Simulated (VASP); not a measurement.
# In3GaP4 (P-43m) in VASP: relaxation of cell and atoms with PBE

Aim: the relaxation of cell and atoms of In3GaP4 with PBE.

All numbers are computed with VASP 6.6.1; they aren't measurements. Logs are shortened: lines on timing, memory, paths and dates and some standing lists are left out, and cuts for length are marked.

### Step 1. The cell of the first run

The structure is cubic, space group P-43m (No. 215). Conventional cell: a = 5.846 Å, b = 5.846 Å, c = 5.846 Å, α = 90.00°, β = 90.00°, γ = 90.00°. In (site symmetry -42m) has 4 P at 2.57 Å within 3.4 Å. Within 3.2 Å of Ga (site symmetry -43m) lie 4 P at 2.42 Å. P (site symmetry 3m) has 1 Ga at 2.42 Å and 3 In at 2.57 Å within 3.2 Å.

### Step 2. Relaxation of cell and atoms, PBE

Contents of INCAR:

```
SYSTEM = In3GaP4
PREC = Accurate
ENCUT = 600
EDIFF = 1E-6
ISMEAR = 0
SIGMA = 0.02
LREAL = .FALSE.
LASPH = .TRUE.
NELM = 80
ALGO = Normal
ISIF = 3
LWAVE = .FALSE.
LCHARG = .FALSE.
GGA = PE
IBRION = 2
NSW = 100
EDIFFG = -0.01
```

Contents of KPOINTS:

```
Automatic mesh
0
G
  6 6 6
  0 0 0
```

Contents of POSCAR:

```
In3GaP4
1.0
    5.8461724619      0.0000000000      0.0000000000
    0.0000000000      5.8461724619      0.0000000000
    0.0000000000      0.0000000000      5.8461724619
In Ga P
3 1 4
Direct
    0.5000000000      0.0000000000      0.5000000000
    0.5000000000      0.5000000000      0.0000000000
    0.0000000000      0.5000000000      0.5000000000
    0.0000000000      0.0000000000      0.0000000000
    0.2390283983      0.7609716017      0.7609716017
    0.2390283983      0.2390283983      0.2390283983
    0.7609716017      0.7609716017      0.2390283983
    0.7609716017      0.2390283983      0.7609716017
```

Potentials or basis: VASP PAW PBE potentials, release 64 (In_d, Ga_d, P).

Command:

```console
$ cat potpaw_PBE.64/In_d/POTCAR potpaw_PBE.64/Ga_d/POTCAR potpaw_PBE.64/P/POTCAR > POTCAR
$ mpirun -np 1 vasp_std > vasp.out
```

OUTCAR:

```text
SYSTEM = In3GaP4
   PREC = Accurate
   ENCUT = 600
   EDIFF = 1E-6
   ISMEAR = 0
   LREAL = .FALSE.
   LASPH = .TRUE.
   NELM = 80
   ISIF = 3
   GGA = PE
   IBRION = 2
   NSW = 100
   EDIFFG = -0.01

 ion  position               nearest neighbor table
   1  0.500  0.000  0.500-   5 2.57   6 2.57   7 2.57   8 2.57
   2  0.500  0.500  0.000-   5 2.57   6 2.57   7 2.57   8 2.57
   3  0.000  0.500  0.500-   5 2.57   6 2.57   7 2.57   8 2.57
   4  0.000  0.000  0.000-   5 2.42   6 2.42   7 2.42   8 2.42
   5  0.239  0.761  0.761-   4 2.42   2 2.57   3 2.57   1 2.57
   6  0.239  0.239  0.239-   4 2.42   2 2.57   3 2.57   1 2.57
   7  0.761  0.761  0.239-   4 2.42   2 2.57   3 2.57   1 2.57
   8  0.761  0.239  0.761-   4 2.42   2 2.57   3 2.57   1 2.57

  LATTYP: Found a simple cubic cell.
 ALAT       =     5.8461724619

  Lattice vectors:

 A1 = (   5.8461724619,   0.0000000000,   0.0000000000)
 A2 = (   0.0000000000,   5.8461724619,   0.0000000000)
 A3 = (   0.0000000000,   0.0000000000,   5.8461724619)

Analysis of symmetry for initial positions (statically):
=====================================================================
 Subroutine PRICEL returns:
 Original cell was already a primitive cell.

 Routine SETGRP: Setting up the symmetry group for a
 simple cubic supercell.

 Subroutine GETGRP returns: Found 24 space group operations
 (whereof 24 operations were pure point group operations)
 out of a pool of 48 trial point group operations.

The static configuration has the point symmetry T_d .

Analysis of symmetry for dynamics (positions and initial velocities):
=====================================================================
 Subroutine PRICEL returns:
 Original cell was already a primitive cell.

 Routine SETGRP: Setting up the symmetry group for a
 simple cubic supercell.

 Subroutine GETGRP returns: Found 24 space group operations
 (whereof 24 operations were pure point group operations)
 out of a pool of 48 trial point group operations.

The dynamic configuration has the point symmetry T_d .

 Subroutine INISYM returns: Found 24 space group operations
 (whereof 24 operations are pure point group operations),
 and found     1 'primitive' translations

----------------------------------------------------------------------------------------

                                     Primitive cell

  volume of cell :     199.8089

  direct lattice vectors                    reciprocal lattice vectors
     5.846172462  0.000000000  0.000000000     0.171052087  0.000000000  0.000000000
     0.000000000  5.846172462  0.000000000     0.000000000  0.171052087  0.000000000
     0.000000000  0.000000000  5.846172462     0.000000000  0.000000000  0.171052087

  length of vectors
     5.846172462  5.846172462  5.846172462     0.171052087  0.171052087  0.171052087

  position of ions in fractional coordinates (direct lattice)
     0.500000000  0.000000000  0.500000000
     0.500000000  0.500000000  0.000000000
     0.000000000  0.500000000  0.500000000
     0.000000000  0.000000000  0.000000000
     0.239028398  0.760971602  0.760971602
     0.239028398  0.239028398  0.239028398
     0.760971602  0.760971602  0.239028398
     0.760971602  0.239028398  0.760971602

  ion indices of the primitive-cell ions
   primitive index   ion index
                 1           1
                 2           2
                 3           3
                 4           4
                 5           5
                 6           6
                 7           7
                 8           8
[... 81 lines left out ...]
   EFERMI =   0.00;   METHOD = LEGACY
   ISMEAR =     0;   SIGMA  =   0.02  broadening in eV -4-tet -1-fermi 0-gaus
   EFERMI_NEDOS =   21; number of points for ismear=-14 and -15
   IALGO  =     38    algorithm
   IMIX   =      4    mixing-type and parameters
     AMIX     =   0.40;   BMIX     =  1.00
     AMIX_MAG =   1.60;   BMIX_MAG =  1.00
  volume/ion in A,a.u.               =      24.98       168.55
  Fermi-wavevector in a.u.,A,eV,Ry     =   1.164968  2.201471 18.465157  1.357151
  Thomas-Fermi vector in A             =   2.301500
   LORBIT       =      0    0 simple, 1 ext, 2 COOP (PROOUT), +10 PAW based schemes
   GGA     = PE    functional components
   LHFCALC =     F    Hartree Fock is set to
   AEXX    =    0.0000 exact exchange contribution
   IVDW    =     0    specifies the selected vdW correction
   LEPSILON=     F    determine dielectric tensor
   LRPA    =     F    only Hartree local field effects (RPA)
 conjugate gradient relaxation of ions
 non-spin polarized calculation
 Gauss-broadening in eV      SIGMA  =   0.02
  energy-cutoff  :      600.00
  volume of cell :      199.81
 maximum number of plane-waves:      6704
 NGX is ok and might be reduce to    48
   NGX = 23   NGY = 23   NGZ = 23

--------------------------------------- Ionic step        1  -------------------------------------------

 number of electron      71.9999970 magnetization

 Free energy of the ion-electron system (eV)
  ---------------------------------------------------
  ext. energy  EPLUGINS =         0.00000000
  ---------------------------------------------------
  free energy    TOTEN  =       -34.21967525 eV

  energy without entropy =      -34.21967525  energy(sigma->0) =      -34.21967525

------------------------ aborting loop because EDIFF is reached ----------------------------------------

  FORCE on cell =-STRESS in cart. coord.  units (eV):
  Direction    XX          YY          ZZ          XY          YZ          ZX
  --------------------------------------------------------------------------------------
  -------------------------------------------------------------------------------------
  Total       -0.0358739     -0.0358739     -0.0358739     -0.0000000     -0.0000000      0.0000000
  in kB       -0.2876562     -0.2876562     -0.2876562     -0.0000000     -0.0000000      0.0000000
  external PRESSURE =      -0.2876562 kB  Pullay stress =       0.0000000 kB

 VOLUME and BASIS-vectors are now :
 -----------------------------------------------------------------------------
  energy-cutoff  :      600.00
  volume of cell :      199.81
      direct lattice vectors                 reciprocal lattice vectors
     5.846172462  0.000000000  0.000000000     0.171052087  0.000000000  0.000000000
     0.000000000  5.846172462  0.000000000     0.000000000  0.171052087  0.000000000
     0.000000000  0.000000000  5.846172462     0.000000000  0.000000000  0.171052087

 POSITION                                       TOTAL-FORCE (eV/Angst)
 -----------------------------------------------------------------------------------
      2.92309      0.00000      2.92309         0.000000     -0.000000     -0.000000
      2.92309      2.92309      0.00000        -0.000000     -0.000000     -0.000000
      0.00000      2.92309      2.92309         0.000000     -0.000000     -0.000000
      0.00000      0.00000      0.00000        -0.000000     -0.000000      0.000000
      1.39740      4.44877      4.44877         0.010859     -0.010859     -0.010859
      1.39740      1.39740      1.39740         0.010859      0.010859      0.010859
      4.44877      4.44877      1.39740        -0.010859     -0.010859      0.010859
      4.44877      1.39740      4.44877        -0.010859      0.010859     -0.010859
 -----------------------------------------------------------------------------------
    total drift:                               -0.000000     -0.000000     -0.000000

  FREE ENERGIE OF THE ION-ELECTRON SYSTEM (eV)
  ---------------------------------------------------
  free  energy   TOTEN  =       -34.2196752486 eV

  energy  without entropy=      -34.2196752486  energy(sigma->0) =      -34.21967525

--------------------------------------- Ionic step        2  -------------------------------------------

 number of electron      71.9999971 magnetization

 Free energy of the ion-electron system (eV)
  ---------------------------------------------------
  ext. energy  EPLUGINS =         0.00000000
  ---------------------------------------------------
  free energy    TOTEN  =       -34.21973545 eV

  energy without entropy =      -34.21973545  energy(sigma->0) =      -34.21973545

 E-fermi :   4.7156     XC(G=0):  -9.2222

 val. band max:        4.6269043228   @ k =   0.0000   0.0000   0.0000
 cond. band min:       5.2446429535   @ k =   0.0000   0.0000   0.0000
 fundamental gap:      0.6177386306
 Fermi energy:         4.7156317000

 k-point     1 :       0.0000    0.0000    0.0000
  band No.  band energies     occupation
      1      -9.9117      2.00000
      2      -9.9117      2.00000
      3      -9.9117      2.00000
      4      -9.8259      2.00000
      5      -9.8259      2.00000
      6      -9.5740      2.00000
[... 909 lines left out ...]
     42       9.2579      0.00000
     43       9.3044      0.00000

------------------------ aborting loop because EDIFF is reached ----------------------------------------

  FORCE on cell =-STRESS in cart. coord.  units (eV):
  Direction    XX          YY          ZZ          XY          YZ          ZX
  --------------------------------------------------------------------------------------
  -------------------------------------------------------------------------------------
  Total        0.0085697      0.0085697      0.0085697     -0.0000000     -0.0000000     -0.0000000
  in kB        0.0687611      0.0687611      0.0687611     -0.0000000     -0.0000000     -0.0000000
  external PRESSURE =       0.0687611 kB  Pullay stress =       0.0000000 kB

 VOLUME and BASIS-vectors are now :
 -----------------------------------------------------------------------------
  energy-cutoff  :      600.00
  volume of cell :      199.68
      direct lattice vectors                 reciprocal lattice vectors
     5.844907752  0.000000000  0.000000000     0.171089099  0.000000000  0.000000000
    -0.000000000  5.844907752  0.000000000    -0.000000000  0.171089099  0.000000000
    -0.000000000 -0.000000000  5.844907752    -0.000000000 -0.000000000  0.171089099

 POSITION                                       TOTAL-FORCE (eV/Angst)
 -----------------------------------------------------------------------------------
      2.92245      5.84491      2.92245         0.000000     -0.000000     -0.000000
      2.92245      2.92245      5.84491         0.000000      0.000000     -0.000000
     -0.00000      2.92245      2.92245         0.000000     -0.000000     -0.000000
      5.84491      5.84491      0.00000         0.000000     -0.000000     -0.000000
      1.39762      4.44729      4.44729         0.004874     -0.004874     -0.004874
      1.39762      1.39762      1.39762         0.004874      0.004874      0.004874
      4.44729      4.44729      1.39762        -0.004874     -0.004874      0.004874
      4.44729      1.39762      4.44729        -0.004874      0.004874     -0.004874
 -----------------------------------------------------------------------------------
    total drift:                               -0.000000     -0.000000     -0.000000

  FREE ENERGIE OF THE ION-ELECTRON SYSTEM (eV)
  ---------------------------------------------------
  free  energy   TOTEN  =       -34.2197354458 eV

  energy  without entropy=      -34.2197354458  energy(sigma->0) =      -34.21973545

 reached required accuracy - stopping structural energy minimisation
```

Run time: 5.4 min. Hardware: 1 thread of AMD EPYC 7R13, shared host; peak memory 0.43 GiB.

Results:

```
Free energy                           : -34.2197 eV
Relaxed volume                        : 24.96 Å³/atom
Relaxed cell                          : a = 5.845 Å, b = 5.845 Å, c = 5.845 Å, α = 90.00°, β = 90.00°, γ = 90.00°
Space group after relaxing (to 0.1 Å) : P-43m (No. 215)
Energy gained by relaxing             : 0.0 meV/atom
Ionic steps                           : 2
Pressure after relaxing               : 0.0 GPa
Largest force after relaxing          : 0.008 eV/Å
Band gap on the k mesh                : 0.62 eV
```

Forces on the atoms (eV/Å):
```
In   0.000  0.000  0.000
In   0.000  0.000  0.000
In   0.000  0.000  0.000
Ga   0.000  0.000  0.000
P    0.005 -0.005 -0.005
P    0.005  0.005  0.005
P   -0.005 -0.005  0.005
P   -0.005  0.005 -0.005
```

Final structure:
```
In Ga P
1.0
     5.84491    0.00000    0.00000
     0.00000    5.84491    0.00000
     0.00000    0.00000    5.84491
In Ga P
3 1 4
Direct
  0.50000 0.00000 0.50000
  0.50000 0.50000 0.00000
  0.00000 0.50000 0.50000
  0.00000 0.00000 0.00000
  0.23912 0.76088 0.76088
  0.23912 0.23912 0.23912
  0.76088 0.76088 0.23912
  0.76088 0.23912 0.76088
```

Levels at points of the mesh, in eV from the valence-band top:
| k point | band 34 | band 35 | band 36 | band 37 | band 38 | band 39 |
| --- | --- | --- | --- | --- | --- | --- |
| (0.00, 0.00, 0.00) | 0.00 | 0.00 | 0.00 | 0.62 | 1.84 | 1.84 |
| (0.50, 0.00, 0.00) | -1.50 | -1.19 | -1.19 | 2.40 | 2.42 | 3.08 |
| (0.50, 0.50, 0.00) | -1.12 | -1.00 | -0.68 | 2.65 | 2.67 | 3.20 |
| (0.50, 0.50, 0.50) | -0.83 | -0.72 | -0.72 | 1.04 | 1.52 | 1.52 |

Caveat: semilocal functionals underestimate gaps, and a narrow one can read as zero; spin-orbit coupling is left out, which moves the levels of the heavy elements. A k mesh can miss the band edges.
